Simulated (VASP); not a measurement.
# AlN (P1) in VASP: a series of runs

Runs on AlN. Level: PBEsol. Tasks: electric field gradients.

Program: VASP 6.6.1. These are calculated values, not measurements. Logs are shortened: lines on timing, memory, paths and dates and some standing lists are left out, and cuts for length are marked.

### Step 1. The cell of the first run

The typed cell holds 4 atoms: a = 3.111 Å, b = 3.098 Å, c = 4.978 Å, α = 89.79°, β = 89.43°, γ = 119.57°.

### Step 2. Electric field gradients, PBEsol (equal xy, yz and zx shear strains of +1 %)

The input, INCAR:

```
PREC     = Accurate       # precision mode
ENCUT    = 520            # plane-wave cutoff, eV
EDIFF    = 1E-8           # SCF threshold, eV
ISMEAR   = -1             # smearing method
SIGMA    = 0.03           # smearing width, eV
LREAL    = False          # projectors in reciprocal space
LASPH    = True           # aspherical terms in the spheres
NELM     = 60             # most SCF steps
ALGO     = Normal         # electronic algorithm
ISIF     = 2              # what is computed and relaxed
LWAVE    = False          # write WAVECAR
LCHARG   = False          # write CHGCAR
GGA      = PS             # functional
LEFG     = True         
NBANDS   = 16             # bands
```

The input, KPOINTS:

```
regular mesh
0
Gamma
  10 10 6
```

The input, POSCAR:

```
AlN
1.0
    3.1110021516      0.0155550108      0.0155550108
   -1.5420300413      2.6864293891      0.0056935291
    0.0248900000      0.0248900000      4.9780000000
Al N
2 2
Direct
    0.3333333333      0.6666666667      0.0000000000
    0.6666666667      0.3333333333      0.5000000000
    0.3333333333      0.6666666667      0.3850000000
    0.6666666667      0.3333333333      0.8850000000
```

Potentials or basis: VASP PAW PBE potentials, release 64 (Al, N).

Command:

```bash
cat potpaw_PBE.64/Al/POTCAR potpaw_PBE.64/N/POTCAR > POTCAR
mpirun -np 1 vasp_std > vasp.out
```

OUTCAR:

```text
PREC = Accurate
   ENCUT = 520
   EDIFF = 1E-8
   ISMEAR = -1
   LREAL = False
   LASPH = True
   NELM = 60
   ISIF = 2
   GGA = PS

 ion  position               nearest neighbor table
   1  0.333  0.667  0.000-   4 1.88   4 1.88   4 1.90   3 1.92   2 3.05   2 3.05   2 3.06   2 3.07
                             2 3.08   2 3.09
   2  0.667  0.333  0.500-   3 1.88   3 1.89   3 1.89   4 1.92   1 3.05   1 3.05   1 3.06   1 3.07
                             1 3.08   1 3.09
   3  0.333  0.667  0.385-   2 1.88   2 1.89   2 1.89   1 1.92
   4  0.667  0.333  0.885-   1 1.88   1 1.88   1 1.90   2 1.92

  LATTYP: Found a triclinic cell.
 ALAT       =     3.1245551172
 B/A-ratio  =     0.9913558883
 C/A-ratio  =     1.5932266392
 COS(alpha) =     0.0036852528
 COS(beta)  =     0.0136346634
 COS(gamma) =     0.5000188430

  Lattice vectors:

 A1 = (   1.5689721103,   2.7019843999,   0.0212485399)
 A2 = (  -1.5420300413,   2.6864293891,   0.0056935291)
 A3 = (   0.0248900000,   0.0248900000,   4.9780000000)

Analysis of symmetry for initial positions (statically):
=====================================================================
 Subroutine PRICEL returns:
 Original cell was already a primitive cell.

 Routine SETGRP: Setting up the symmetry group for a
 triclinic supercell.

 Subroutine GETGRP returns: Found  1 space group operations
 (whereof  1 operations were pure point group operations)
 out of a pool of  2 trial point group operations.

The static configuration has the point symmetry C_1 .

Analysis of symmetry for dynamics (positions and initial velocities):
=====================================================================
 Subroutine PRICEL returns:
 Original cell was already a primitive cell.

 Routine SETGRP: Setting up the symmetry group for a
 triclinic supercell.

 Subroutine GETGRP returns: Found  1 space group operations
 (whereof  1 operations were pure point group operations)
 out of a pool of  2 trial point group operations.

The dynamic configuration has the point symmetry C_1 .

 Subroutine INISYM returns: Found  1 space group operations
 (whereof  1 operations are pure point group operations),
 and found     1 'primitive' translations

----------------------------------------------------------------------------------------

                                     Primitive cell

  volume of cell :      41.7209

  direct lattice vectors                    reciprocal lattice vectors
     3.111002152  0.015555011  0.015555011     0.320532476  0.183993323 -0.002522629
    -1.542030041  2.686429389  0.005693529    -0.001846693  0.371185211 -0.001846693
     0.024890000  0.024890000  4.978000000    -0.000999472 -0.000999472  0.200893884

  length of vectors
     3.111079926  3.097546114  4.978124448     0.369595690  0.371194398  0.200898856

  position of ions in fractional coordinates (direct lattice)
     0.333333333  0.666666667  1.000000000
     0.666666667  0.333333333  0.500000000
     0.333333333  0.666666667  0.385000000
     0.666666667  0.333333333  0.885000000

  ion indices of the primitive-cell ions
   primitive index   ion index
                 1           1
                 2           2
                 3           3
                 4           4

----------------------------------------------------------------------------------------

 KPOINTS: regular mesh

Automatic generation of k-mesh.
 Grid dimensions read from file:
 generate k-points for:   10   10    6

 Generating k-lattice:

  Cartesian coordinates                     Fractional coordinates (reciprocal lattice)
     0.032053248  0.018399332 -0.000252263     0.100000000 -0.000000000  0.000000000
[... 41 lines left out ...]
   k-points           NKPTS =    304   k-points in BZ     NKDIM =    304   number of bands    NBANDS=     16
   number of dos      NEDOS =    301   number of ions     NIONS =      4
   total plane-waves  NPLWV =  23040
   dimension x,y,z NGX =    24 NGY =   24 NGZ =   40
   dimension x,y,z NGXF=    48 NGYF=   48 NGZF=   80
   ions per type =               2   2
   NGX,Y,Z   is equivalent  to a cutoff of  12.82, 12.88, 13.36 a.u.
   NGXF,Y,Z  is equivalent  to a cutoff of  25.65, 25.76, 26.72 a.u.
 SYSTEM =  unknown system
   PREC   = accura    normal or accurate (medium, high low for compatibility)
   ISTART =      0    job   : 0-new  1-cont  2-samecut
   ICHARG =      2    charge: 1-file 2-atom 10-const
   ISPIN  =      1    spin polarized calculation?
   LNONCOLLINEAR =      F non collinear calculations
   LSORBIT =      F    spin-orbit coupling
   LASPH  =      T    aspherical Exc in radial PAW
   ENCUT  =  520.0 eV  38.22 Ry    6.18 a.u.   5.78  5.76  9.26*2*pi/ulx,y,z
   NELM   =     60;   NELMIN=  2; NELMDL= -5     # of ELM steps
   EDIFF  = 0.1E-07   stopping-criterion for ELM
   LREAL  =      F    real-space projection
   EDIFFG = 0.1E-06   stopping-criterion for IOM
   NSW    =      0    number of steps for IOM
   IBRION =     -1    ionic relax: 0-MD 1-quasi-New 2-CG
   NFREE  =      0    steps in history (QN), initial steepest desc. (CG)
   ISIF   =      2    stress and relaxation
   ISYM   =      2    0-nonsym 1-usesym 2-fastsym
   POTIM  = 0.5000    time-step for ionic-motion
   TEBEG  =    0.0;   TEEND  =   0.0 temperature during run
   PSTRESS=    0.0 pullay stress
   NELECT =      16.0000    total number of electrons
   NUPDOWN=      -1.0000    fix difference up-down
   EMIN   =  10.00;   EMAX   =-10.00  energy-range for DOS
   EFERMI =   0.00;   METHOD = LEGACY
   ISMEAR =    -1;   SIGMA  =   0.03  broadening in eV -4-tet -1-fermi 0-gaus
   EFERMI_NEDOS =   21; number of points for ismear=-14 and -15
   IALGO  =     38    algorithm
   IMIX   =      4    mixing-type and parameters
     AMIX     =   0.40;   BMIX     =  1.00
     AMIX_MAG =   1.60;   BMIX_MAG =  1.00
  volume/ion in A,a.u.               =      10.43        70.39
  Fermi-wavevector in a.u.,A,eV,Ry     =   1.189406  2.247652 19.247993  1.414688
  Thomas-Fermi vector in A             =   2.325514
   LORBIT       =      0    0 simple, 1 ext, 2 COOP (PROOUT), +10 PAW based schemes
   GGA     = PS    functional components
   LHFCALC =     F    Hartree Fock is set to
   AEXX    =    0.0000 exact exchange contribution
   IVDW    =     0    specifies the selected vdW correction
   LEPSILON=     F    determine dielectric tensor
   LRPA    =     F    only Hartree local field effects (RPA)
 non-spin polarized calculation
  energy-cutoff  :      520.00
  volume of cell :       41.72
 maximum number of plane-waves:      1138
   NGX = 11   NGY = 11   NGZ = 19

 number of electron      15.9999998 magnetization

 Free energy of the ion-electron system (eV)
  ---------------------------------------------------
  ext. energy  EPLUGINS =         0.00000000
  ---------------------------------------------------
  free energy    TOTEN  =       -31.30383276 eV

  energy without entropy =      -31.30383276  energy(sigma->0) =      -31.30383276

 E-fermi :   6.7040     XC(G=0): -11.1124

 val. band max:        6.1332980998   @ k =   0.0000   0.0000   0.0000
 cond. band min:      10.2160359991   @ k =   0.0000   0.0000   0.0000
 fundamental gap:      4.0827378993
 Fermi energy:         6.7039766465

 k-point     1 :       0.0000    0.0000    0.0000
  band No.  band energies     occupation
      1      -9.1005      2.00000
      2      -6.9124      2.00000
      3       0.0331      2.00000
      4       5.1503      2.00000
      5       5.2057      2.00000
      6       5.8046      2.00000
[... 433 lines left out ...]
      3       1.0649      2.00000
      4       2.6431      2.00000
      5       3.1749      2.00000
      6       4.4415      2.00000
[... 8 lines left out ...]
     15      18.5201      0.00000
     16      19.5712      0.00000

 [... further k-points ...]
[... 5 lines left out ...]
  --------------------------------------------------------------------------------------
  -------------------------------------------------------------------------------------
  Total        0.3226242      0.3234373     -0.1966568     -0.4684859     -0.3337800     -0.3339020
  in kB       12.3895004     12.4207275     -7.5520670    -17.9909226    -12.8179094    -12.8225937
  external PRESSURE =       5.7527203 kB  Pullay stress =       0.0000000 kB

 VOLUME and BASIS-vectors are now :
 -----------------------------------------------------------------------------
  energy-cutoff  :      520.00
  volume of cell :       41.72
      direct lattice vectors                 reciprocal lattice vectors
     3.111002152  0.015555011  0.015555011     0.320532476  0.183993323 -0.002522629
    -1.542030041  2.686429389  0.005693529    -0.001846693  0.371185211 -0.001846693
     0.024890000  0.024890000  4.978000000    -0.000999472 -0.000999472  0.200893884

 POSITION                                       TOTAL-FORCE (eV/Angst)
 -----------------------------------------------------------------------------------
      0.00898      1.79614      0.00898        -0.146473     -0.050524      0.181838
      1.57244      0.91829      2.50127         0.041336     -0.054341      0.178647
      0.01856      1.80572      1.92551        -0.056373      0.054304     -0.178110
      1.58202      0.92787      4.41780         0.161510      0.050562     -0.182375
 -----------------------------------------------------------------------------------
    total drift:                                0.000068      0.000318     -0.000078

  FREE ENERGIE OF THE ION-ELECTRON SYSTEM (eV)
  ---------------------------------------------------
  free  energy   TOTEN  =       -31.3038327649 eV

  energy  without entropy=      -31.3038327649  energy(sigma->0) =      -31.30383276

 Electric field gradients (V/A^2)
---------------------------------------------------------------------
 ion       V_xx      V_yy      V_zz      V_xy      V_xz      V_yz
---------------------------------------------------------------------
   1      -3.221    -5.329     8.550     1.988     1.105    -0.037
   2      -5.328    -3.189     8.517    -0.135    -1.165    -0.023
   3      -0.471    -0.214     0.685     1.241     0.920     1.094
   4      -0.198    -0.494     0.692     1.517     1.261     1.085
---------------------------------------------------------------------

 Electric field gradients after diagonalization (V/A^2)
 (convention: |V_zz| > |V_xx| > |V_yy|)
----------------------------------------------------------------------
 ion       V_xx      V_yy      V_zz     asymmetry (V_yy - V_xx)/ V_zz
----------------------------------------------------------------------
   1      -6.550    -2.105     8.654       0.514
   2      -5.434    -3.181     8.615       0.261
   3      -1.591    -0.637     2.228       0.429
   4      -1.872    -0.744     2.616       0.431
----------------------------------------------------------------------

           NMR quadrupolar parameters

 Cq : quadrupolar parameter    Cq=e*Q*V_zz/h
 eta: asymmetry parameters     (V_yy - V_xx)/ V_zz
 Q  : nuclear electric quadrupole moment in mb (millibarn)
----------------------------------------------------------------------
 ion       Cq(MHz)       eta       Q (mb)
----------------------------------------------------------------------
   1       0.021       0.514       1.000
   2       0.021       0.261       1.000
   3       0.005       0.429       1.000
   4       0.006       0.431       1.000
----------------------------------------------------------------------
```

Wall time 3.3 min (1 thread of Intel Xeon 8259CL, shared host); peak memory 0.29 GiB.

What came out:

| Item | Value |
| --- | --- |
| Free energy | -31.3038 eV |
| Pressure | 0.6 GPa |
| Largest force | 0.249 eV/Å |
| Band gap on the k mesh | 4.08 eV |
| Largest electric field gradient by atom | Al +8.7, +8.6; N +2.2, +2.6 V/Å² |

Forces in eV/Å, atoms in the order of the input:
```
Al  -0.146 -0.051  0.182
Al   0.041 -0.054  0.179
N   -0.056  0.054 -0.178
N    0.162  0.051 -0.182
```

Electric field gradients, principal values (V/Å²):
```
atom   least  middle  greatest (by size)
1 Al  -2.105  -6.550               8.654
2 Al  -3.181  -5.434               8.615
 3 N  -0.637  -1.591               2.228
 4 N  -0.744  -1.872               2.616
```

Caveat: the cell differs from its parent crystal (equal xy, yz and zx shear strains of +1 %); without QUAD_EFG the Cq values of the log hold for a quadrupole moment of 1 mb, not for the nuclei; the PAW data sets were made with another functional, which shifts forces and pressure a little.

(Part 1 of 2 ends here.)
